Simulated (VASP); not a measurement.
Runs of VASP 6.6.1 on SiC. The structure is that of space group Fm-3m (No. 225), or close to it. The cells are those of the table. 

```csv
task,level,cell,cutoff (eV),gap on the mesh (eV),pressure (GPa),relaxed volume (Å³/atom)
single point,r2SCAN,"a = 2.848 Å, angles 60.0°, 2 atoms",520,none,(b),-
relaxation of cell and atoms,PBE,"relaxed from a = 2.741 Å, angles 60.0°, 2 atoms",600,none,0.1,(a)
single point,PBE,"a = 2.848 Å, angles 60.0°, 2 atoms",520,none,5.6,-
single point,PBE,"a = 2.870 Å, angles 60.0°, 2 atoms",520,none,0.4,-
relaxation of cell and atoms,r2SCAN,"relaxed from a = 2.870 Å, angles 60.0°, 2 atoms",600,none,-0.1,8.17
```

Alike in all rows: potentials or basis VASP PAW PBE potentials, release 64 (Si, C); no spin polarisation; k mesh 10 × 10 × 10; smearing fermi-dirac 0.02 eV.

Problem. Fill in the values left out.

Solution. (a) 8.37; (b) 0.3.

Caveats: the PAW data sets were made with another functional, which shifts forces and pressure a little (some runs).

A gap of «none» marks levels without a gap at the run's occupations.
